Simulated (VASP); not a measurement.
# GaN (F-43m) in VASP: a series of runs

The runs below take GaN through single point, with PBE.

Everything below comes from runs of VASP 6.6.1. Logs are shortened: lines on timing, memory, paths and dates and some standing lists are left out, and cuts for length are marked.

## Step 1: The cell of the first run

It takes space group F-43m (No. 216, cubic). Conventional cell: a = 4.363 Å, b = 4.363 Å, c = 4.363 Å, α = 90.00°, β = 90.00°, γ = 90.00°. Ga (site symmetry -43m) has 4 N at 1.89 Å within 2.5 Å. N (site symmetry -43m) has 4 Ga at 1.89 Å within 2.5 Å.

## Step 2: Single point, PBE (B replaced by Ga, lengths x 1.147, strained)

File INCAR:

```
PREC = Accurate
ENCUT = 520
EDIFF = 1E-6
ISMEAR = 0
SIGMA = 0.02
LREAL = F
LASPH = T
NELM = 80
ALGO = Normal
ISIF = 2
LWAVE = F
LCHARG = T
GGA = PE
LELF = T
LVHAR = T
NBANDS = 16
```

File KPOINTS:

```
regular mesh
0
Gamma
  10 10 10
```

File POSCAR:

```
GaN
1.0
    0.0000000000      2.1815714942      2.1815714942
    2.1815714942      0.0000000000      2.1815714942
    2.1815714942      2.1815714942      0.0000000000
Ga N
1 1
Direct
    0.0000000000      0.0000000000      0.0000000000
    0.7500000000      0.7500000000      0.7500000000
```

Potentials or basis: VASP PAW PBE potentials, release 64 (Ga_d, N).

Command:

```
cat potpaw_PBE.64/Ga_d/POTCAR potpaw_PBE.64/N/POTCAR > POTCAR
mpirun -np 1 vasp_std > vasp.out
```

OUTCAR:

```text
PREC = Accurate
   ENCUT = 520
   EDIFF = 1E-6
   ISMEAR = 0
   LREAL = F
   LASPH = T
   NELM = 80
   ISIF = 2
   GGA = PE

 ion  position               nearest neighbor table
   1  0.000  0.000  0.000-   2 1.89   2 1.89   2 1.89   2 1.89
   2  0.750  0.750  0.750-   1 1.89   1 1.89   1 1.89   1 1.89

  LATTYP: Found a face centered cubic cell.
 ALAT       =     4.3631429884

  Lattice vectors:

 A1 = (   0.0000000000,   2.1815714942,   2.1815714942)
 A2 = (   2.1815714942,   0.0000000000,   2.1815714942)
 A3 = (   2.1815714942,   2.1815714942,   0.0000000000)

Analysis of symmetry for initial positions (statically):
=====================================================================
 Subroutine PRICEL returns:
 Original cell was already a primitive cell.

 Routine SETGRP: Setting up the symmetry group for a
 face centered cubic supercell.

 Subroutine GETGRP returns: Found 24 space group operations
 (whereof 24 operations were pure point group operations)
 out of a pool of 48 trial point group operations.

The static configuration has the point symmetry T_d .

Analysis of symmetry for dynamics (positions and initial velocities):
=====================================================================
 Subroutine PRICEL returns:
 Original cell was already a primitive cell.

 Routine SETGRP: Setting up the symmetry group for a
 face centered cubic supercell.

 Subroutine GETGRP returns: Found 24 space group operations
 (whereof 24 operations were pure point group operations)
 out of a pool of 48 trial point group operations.

The dynamic configuration has the point symmetry T_d .

 Subroutine INISYM returns: Found 24 space group operations
 (whereof 24 operations are pure point group operations),
 and found     1 'primitive' translations

----------------------------------------------------------------------------------------

                                     Primitive cell

  volume of cell :      20.7653

  direct lattice vectors                    reciprocal lattice vectors
     0.000000000  2.181571494  2.181571494    -0.229192580  0.229192580  0.229192580
     2.181571494  0.000000000  2.181571494     0.229192580 -0.229192580  0.229192580
     2.181571494  2.181571494  0.000000000     0.229192580  0.229192580 -0.229192580

  length of vectors
[... 74 lines left out ...]
   ISTART =      0    job   : 0-new  1-cont  2-samecut
   ICHARG =      2    charge: 1-file 2-atom 10-const
   ISPIN  =      1    spin polarized calculation?
   LNONCOLLINEAR =      F non collinear calculations
   LSORBIT =      F    spin-orbit coupling
   LASPH  =      T    aspherical Exc in radial PAW
   ENCUT  =  520.0 eV  38.22 Ry    6.18 a.u.   5.74  5.74  5.74*2*pi/ulx,y,z
   NELM   =     80;   NELMIN=  2; NELMDL= -5     # of ELM steps
   EDIFF  = 0.1E-05   stopping-criterion for ELM
   LREAL  =      F    real-space projection
   EDIFFG = 0.1E-04   stopping-criterion for IOM
   NSW    =      0    number of steps for IOM
   IBRION =     -1    ionic relax: 0-MD 1-quasi-New 2-CG
   NFREE  =      0    steps in history (QN), initial steepest desc. (CG)
   ISIF   =      2    stress and relaxation
   ISYM   =      2    0-nonsym 1-usesym 2-fastsym
   POTIM  = 0.5000    time-step for ionic-motion
   TEBEG  =    0.0;   TEEND  =   0.0 temperature during run
   PSTRESS=    0.0 pullay stress
   NELECT =      18.0000    total number of electrons
   NUPDOWN=      -1.0000    fix difference up-down
   EMIN   =  10.00;   EMAX   =-10.00  energy-range for DOS
   EFERMI =   0.00;   METHOD = LEGACY
   ISMEAR =     0;   SIGMA  =   0.02  broadening in eV -4-tet -1-fermi 0-gaus
   EFERMI_NEDOS =   21; number of points for ismear=-14 and -15
   IALGO  =     38    algorithm
   IMIX   =      4    mixing-type and parameters
     AMIX     =   0.40;   BMIX     =  1.00
     AMIX_MAG =   1.60;   BMIX_MAG =  1.00
  volume/ion in A,a.u.               =      10.38        70.07
  Fermi-wavevector in a.u.,A,eV,Ry     =   1.560940  2.949749 33.151054  2.436534
  Thomas-Fermi vector in A             =   2.664078
   LORBIT       =      0    0 simple, 1 ext, 2 COOP (PROOUT), +10 PAW based schemes
   GGA     = PE    functional components
   LHFCALC =     F    Hartree Fock is set to
   AEXX    =    0.0000 exact exchange contribution
   IVDW    =     0    specifies the selected vdW correction
   LEPSILON=     F    determine dielectric tensor
   LRPA    =     F    only Hartree local field effects (RPA)
 non-spin polarized calculation
 Gauss-broadening in eV      SIGMA  =   0.02
  energy-cutoff  :      520.00
  volume of cell :       20.77
 maximum number of plane-waves:       571
   NGX = 11   NGY = 11   NGZ = 11

 number of electron      17.9999989 magnetization

 Free energy of the ion-electron system (eV)
  ---------------------------------------------------
  ext. energy  EPLUGINS =         0.00000000
  ---------------------------------------------------
  free energy    TOTEN  =       -11.93464977 eV

  energy without entropy =      -11.93464977  energy(sigma->0) =      -11.93464977

 E-fermi :   6.5685     XC(G=0): -12.1976

 val. band max:        6.4003228474   @ k =   0.0000   0.0000   0.0000
 cond. band min:       8.7533455701   @ k =   0.0000   0.0000   0.0000
 fundamental gap:      2.3530227228
 Fermi energy:         6.5684782639

 k-point     1 :       0.0000    0.0000    0.0000
  band No.  band energies     occupation
      1     -10.4184      2.00000
      2      -7.1654      2.00000
      3      -7.1654      2.00000
      4      -7.1654      2.00000
      5      -6.7332      2.00000
      6      -6.7332      2.00000
[... 433 lines left out ...]
      3      -6.8687      2.00000
      4      -6.8664      2.00000
      5      -6.6542      2.00000
      6      -5.9234      2.00000
[... 8 lines left out ...]
     15      29.9026      0.00000
     16      30.3361      0.00000

 [... further k-points ...]
[... 5 lines left out ...]
  --------------------------------------------------------------------------------------
  -------------------------------------------------------------------------------------
  Total        3.6470002      3.6470002      3.6470002     -0.0000000     -0.0000000      0.0000000
  in kB      281.3895851    281.3895851    281.3895851     -0.0000000     -0.0000000      0.0000000
  external PRESSURE =     281.3895851 kB  Pullay stress =       0.0000000 kB

 VOLUME and BASIS-vectors are now :
 -----------------------------------------------------------------------------
  energy-cutoff  :      520.00
  volume of cell :       20.77
      direct lattice vectors                 reciprocal lattice vectors
     0.000000000  2.181571494  2.181571494    -0.229192580  0.229192580  0.229192580
     2.181571494  0.000000000  2.181571494     0.229192580 -0.229192580  0.229192580
     2.181571494  2.181571494  0.000000000     0.229192580  0.229192580 -0.229192580

 POSITION                                       TOTAL-FORCE (eV/Angst)
 -----------------------------------------------------------------------------------
      0.00000      0.00000      0.00000         0.000000      0.000000      0.000000
      3.27236      3.27236      3.27236        -0.000000     -0.000000     -0.000000
 -----------------------------------------------------------------------------------
    total drift:                               -0.000002     -0.000002     -0.000001

  FREE ENERGIE OF THE ION-ELECTRON SYSTEM (eV)
  ---------------------------------------------------
  free  energy   TOTEN  =       -11.9346497696 eV

  energy  without entropy=      -11.9346497696  energy(sigma->0) =      -11.93464977
```

OSZICAR:

```text
N       E                     dE             d eps       ncg     rms          rms(c)
DAV:   1     0.810189499597E+02    0.81019E+02   -0.93553E+03  1696   0.207E+03
DAV:   2    -0.873351938998E+01   -0.89752E+02   -0.83591E+02  1736   0.329E+02
DAV:   3    -0.140541713628E+02   -0.53207E+01   -0.53022E+01  1720   0.694E+01
DAV:   4    -0.141092191442E+02   -0.55048E-01   -0.55043E-01  1920   0.750E+00
DAV:   5    -0.141099037808E+02   -0.68464E-03   -0.68463E-03  1760   0.760E-01    0.810E+00
DAV:   6    -0.119281248930E+02    0.21818E+01   -0.47999E+00  2288   0.431E+01    0.269E+00
DAV:   7    -0.119419113885E+02   -0.13786E-01   -0.38328E-01  1616   0.640E+00    0.182E+00
DAV:   8    -0.119381058493E+02    0.38055E-02   -0.44183E-02  1816   0.356E+00    0.650E-01
DAV:   9    -0.119345054409E+02    0.36004E-02   -0.14379E-02  2208   0.311E+00    0.157E-01
DAV:  10    -0.119347104102E+02   -0.20497E-03   -0.14857E-03  1904   0.591E-01    0.543E-02
DAV:  11    -0.119346455451E+02    0.64865E-04   -0.23848E-04  2280   0.223E-01    0.155E-02
DAV:  12    -0.119346499693E+02   -0.44243E-05   -0.23858E-05  1760   0.515E-02    0.116E-02
DAV:  13    -0.119346497696E+02    0.19975E-06   -0.69353E-07  1352   0.149E-02
   1 F= -.11934650E+02 E0= -.11934650E+02  d E =-.674453E-35
```

stdout:

```text
POSCAR found type information on POSCAR GaN
 POSCAR found :  2 types and       2 ions
 scaLAPACK will be used
 LDA part: xc-table for (Slater+PW92), standard interpolation
 POSCAR, INCAR and KPOINTS ok, starting setup
 FFT: planning ... GRIDC
 FFT: planning ... GRID_SOFT
 FFT: planning ... GRID
 WAVECAR not read
 entering main loop
```

Run time: 8 s. Hardware: 1 thread of Intel Xeon 6975P-C, shared host; peak memory 0.15 GiB.

What came out:

```yaml
Free_energy: -11.9346 eV
Pressure: 28.1 GPa
Band_gap_on_the_k_mesh: 2.35 eV, direct
```

Levels at points of the mesh, in eV from the valence-band top:
| k point | band 6 | band 7 | band 8 | band 9 | band 10 | band 11 | band 12 | band 13 |
| --- | --- | --- | --- | --- | --- | --- | --- | --- |
| (0.00, 0.00, 0.00) | -13.13 | 0.00 | 0.00 | 0.00 | 2.35 | 10.92 | 10.92 | 10.92 |
| (0.50, 0.00, 0.00) | -11.88 | -7.71 | -1.10 | -1.10 | 5.32 | 9.21 | 10.87 | 10.87 |
| (0.50, 0.50, 0.00) | -11.48 | -6.54 | -3.07 | -3.07 | 3.37 | 7.23 | 12.44 | 15.02 |

Caveat: the cell differs from its parent crystal (B replaced by Ga, lengths x 1.147, strained).

## Step 3: Single point, PBE (B replaced by Ga, lengths x 1.147, strained)

File INCAR:

```
PREC     = Accurate       # precision mode
ENCUT    = 600            # plane-wave cutoff, eV
EDIFF    = 1E-6           # SCF threshold, eV
ISMEAR   = 0              # smearing method
SIGMA    = 0.1            # smearing width, eV
LREAL    = False          # projectors in reciprocal space
LASPH    = True           # aspherical terms in the spheres
NELM     = 120            # most SCF steps
ALGO     = Normal         # electronic algorithm
ISIF     = 2              # what is computed and relaxed
LWAVE    = False          # write WAVECAR
LCHARG   = False          # write CHGCAR
GGA      = PE             # functional
NBANDS   = 16             # bands
GGA_COMPAT= False
```

File KPOINTS:

```
regular mesh
0
Gamma
  8 8 8
```

POSCAR is that of step 2.

Potentials or basis: VASP PAW PBE potentials, release 64 (Ga_d, N).

Command:

```
cat potpaw_PBE.64/Ga_d/POTCAR potpaw_PBE.64/N/POTCAR > POTCAR
mpirun -np 1 vasp_std > vasp.out
```

OUTCAR:

```text
PREC = Accurate
   ENCUT = 600
   EDIFF = 1E-6
   ISMEAR = 0
   LREAL = False
   LASPH = True
   NELM = 120
   ISIF = 2
   GGA = PE

 ion  position               nearest neighbor table
   1  0.000  0.000  0.000-   2 1.89   2 1.89   2 1.89   2 1.89
   2  0.750  0.750  0.750-   1 1.89   1 1.89   1 1.89   1 1.89

  LATTYP: Found a face centered cubic cell.
 ALAT       =     4.3631429884

  Lattice vectors:

 A1 = (   0.0000000000,   2.1815714942,   2.1815714942)
 A2 = (   2.1815714942,   0.0000000000,   2.1815714942)
 A3 = (   2.1815714942,   2.1815714942,   0.0000000000)

Analysis of symmetry for initial positions (statically):
=====================================================================
 Subroutine PRICEL returns:
 Original cell was already a primitive cell.

 Routine SETGRP: Setting up the symmetry group for a
 face centered cubic supercell.

 Subroutine GETGRP returns: Found 24 space group operations
 (whereof 24 operations were pure point group operations)
 out of a pool of 48 trial point group operations.

The static configuration has the point symmetry T_d .

Analysis of symmetry for dynamics (positions and initial velocities):
=====================================================================
 Subroutine PRICEL returns:
 Original cell was already a primitive cell.

 Routine SETGRP: Setting up the symmetry group for a
 face centered cubic supercell.

 Subroutine GETGRP returns: Found 24 space group operations
 (whereof 24 operations were pure point group operations)
 out of a pool of 48 trial point group operations.

The dynamic configuration has the point symmetry T_d .

 Subroutine INISYM returns: Found 24 space group operations
 (whereof 24 operations are pure point group operations),
 and found     1 'primitive' translations

----------------------------------------------------------------------------------------

                                     Primitive cell

[... 104 lines left out ...]
   EFERMI =   0.00;   METHOD = LEGACY
   ISMEAR =     0;   SIGMA  =   0.10  broadening in eV -4-tet -1-fermi 0-gaus
   EFERMI_NEDOS =   21; number of points for ismear=-14 and -15
   IALGO  =     38    algorithm
   IMIX   =      4    mixing-type and parameters
     AMIX     =   0.40;   BMIX     =  1.00
     AMIX_MAG =   1.60;   BMIX_MAG =  1.00
  volume/ion in A,a.u.               =      10.38        70.07
  Fermi-wavevector in a.u.,A,eV,Ry     =   1.560940  2.949749 33.151054  2.436534
  Thomas-Fermi vector in A             =   2.664078
   LORBIT       =      0    0 simple, 1 ext, 2 COOP (PROOUT), +10 PAW based schemes
   GGA     = PE    functional components
   LHFCALC =     F    Hartree Fock is set to
   AEXX    =    0.0000 exact exchange contribution
   IVDW    =     0    specifies the selected vdW correction
   LEPSILON=     F    determine dielectric tensor
   LRPA    =     F    only Hartree local field effects (RPA)
 non-spin polarized calculation
 Gauss-broadening in eV      SIGMA  =   0.10
  energy-cutoff  :      600.00
  volume of cell :       20.77
 maximum number of plane-waves:       702
 NGX is ok and might be reduce to    28
   NGX = 13   NGY = 13   NGZ = 13

 number of electron      17.9999998 magnetization

 Free energy of the ion-electron system (eV)
  ---------------------------------------------------
  ext. energy  EPLUGINS =         0.00000000
  ---------------------------------------------------
  free energy    TOTEN  =       -11.93591770 eV

  energy without entropy =      -11.93591770  energy(sigma->0) =      -11.93591770

 E-fermi :   6.8637     XC(G=0): -12.1976

 val. band max:        6.4005965508   @ k =   0.0000   0.0000   0.0000
 cond. band min:       8.7533524328   @ k =   0.0000   0.0000   0.0000
 fundamental gap:      2.3527558819
 Fermi energy:         6.8637055451

 k-point     1 :       0.0000    0.0000    0.0000
  band No.  band energies     occupation
      1     -10.4189      2.00000
      2      -7.1660      2.00000
      3      -7.1660      2.00000
      4      -7.1660      2.00000
      5      -6.7336      2.00000
      6      -6.7336      2.00000
[... 433 lines left out ...]
      3      -6.9476      2.00000
      4      -6.7666      2.00000
      5      -6.6922      2.00000
      6      -5.1336      2.00000
[... 8 lines left out ...]
     15      26.1622      0.00000
     16      28.7079      0.00000

 [... further k-points ...]
[... 5 lines left out ...]
  --------------------------------------------------------------------------------------
  -------------------------------------------------------------------------------------
  Total        3.6239032      3.6239032      3.6239032      0.0000000      0.0000000      0.0000000
  in kB      279.6075018    279.6075018    279.6075018      0.0000000      0.0000000      0.0000000
  external PRESSURE =     279.6075018 kB  Pullay stress =       0.0000000 kB

 VOLUME and BASIS-vectors are now :
 -----------------------------------------------------------------------------
  energy-cutoff  :      600.00
  volume of cell :       20.77
      direct lattice vectors                 reciprocal lattice vectors
     0.000000000  2.181571494  2.181571494    -0.229192580  0.229192580  0.229192580
     2.181571494  0.000000000  2.181571494     0.229192580 -0.229192580  0.229192580
     2.181571494  2.181571494  0.000000000     0.229192580  0.229192580 -0.229192580

 POSITION                                       TOTAL-FORCE (eV/Angst)
 -----------------------------------------------------------------------------------
      0.00000      0.00000      0.00000        -0.000000     -0.000000     -0.000000
      3.27236      3.27236      3.27236         0.000000      0.000000      0.000000
 -----------------------------------------------------------------------------------
    total drift:                                0.000001      0.000001      0.000001

  FREE ENERGIE OF THE ION-ELECTRON SYSTEM (eV)
  ---------------------------------------------------
  free  energy   TOTEN  =       -11.9359177011 eV

  energy  without entropy=      -11.9359177011  energy(sigma->0) =      -11.93591770
```

stdout:

```text
POSCAR found type information on POSCAR GaN
 POSCAR found :  2 types and       2 ions
 scaLAPACK will be used
 LDA part: xc-table for (Slater+PW92), standard interpolation
 POSCAR, INCAR and KPOINTS ok, starting setup
 FFT: planning ... GRIDC
 FFT: planning ... GRID_SOFT
 FFT: planning ... GRID
 WAVECAR not read
 entering main loop
```

It took 10 s on 1 thread of Intel Xeon 6975P-C, shared host; peak memory 0.16 GiB.

Results:

- Free energy: -11.9359 eV
- Pressure: 28.0 GPa
- Band gap on the k mesh: 2.35 eV, direct

Caveat: the cell differs from its parent crystal (B replaced by Ga, lengths x 1.147, strained).

## Step 4: Single point, PBE (B replaced by Ga, lengths x 1.147, strained)

File INCAR:

```
SYSTEM = GaN
  PREC = Accurate
  ENCUT = 600
  EDIFF = 1E-6
  ISMEAR = 0
  SIGMA = 0.1
  LREAL = .FALSE.
  LASPH = .TRUE.
  NELM = 120
  ALGO = Normal
  ISIF = 2
  LWAVE = .FALSE.
  LCHARG = .FALSE.
  GGA = PE
  NBANDS = 16
  GGA_COMPAT = .FALSE.
```

File KPOINTS:

```
regular mesh
0
G
  8 8 8
  0 0 0
```

File POSCAR:

```
GaN
1.0
    0.0000000000      2.0755698173      2.0755698173
    2.0755698173      0.0000000000      2.0755698173
    2.0755698173      2.0755698173      0.0000000000
Ga N
1 1
Direct
    0.0000000000      0.0000000000      0.0000000000
    0.7500000000      0.7500000000      0.7500000000
```

Command:

```
cat potpaw_PBE.64/Ga_d/POTCAR potpaw_PBE.64/N/POTCAR > POTCAR
mpirun -np 1 vasp_std > vasp.out
```

It took 21 s on 1 thread of Intel Xeon 8259CL, shared host; peak memory 0.14 GiB.

Results (log left out):

| Item | Value |
| --- | --- |
| Free energy | -10.9762 eV |
| Pressure | 84.6 GPa |
| Band gap on the k mesh | 3.30 eV, direct |

Levels at points of the mesh, in eV from the valence-band top:
```
           k point  band 5  band 6  band 7  band 8  band 9  band 10  band 11  band 12  band 13  band 14
(0.00, 0.00, 0.00)  -13.30  -13.30    0.00    0.00    0.00     3.30    11.88    11.88    11.88    20.77
(0.50, 0.00, 0.00)  -13.21  -11.99   -8.91   -1.33   -1.33     6.36     9.90    11.62    11.62    17.95
(0.50, 0.50, 0.00)  -13.15  -11.63   -7.24   -3.72   -3.72     3.39     8.00    13.76    16.71    16.71
```

Caveat: the cell differs from its parent crystal (B replaced by Ga, lengths x 1.147, strained).

## Step 5: The runs side by side

```tsv
cell	k mesh	cutoff (eV)	smearing	gap on the mesh (eV)	pressure (GPa)
a = 3.085 Å, angles 60.0°, 2 atoms	10 × 10 × 10	520	gaussian 0.02 eV	2.35	28.1
a = 3.085 Å, angles 60.0°, 2 atoms	8 × 8 × 8	600	gaussian 0.1 eV	2.35	28.0
a = 2.935 Å, angles 60.0°, 2 atoms	8 × 8 × 8	600	gaussian 0.1 eV	3.30	84.6
```

Alike in all rows: task single point; level PBE; potentials or basis VASP PAW PBE potentials, release 64 (Ga_d, N); no spin polarisation.

Total energies depend on the potentials used, so only differences within one code and one set of settings carry meaning.
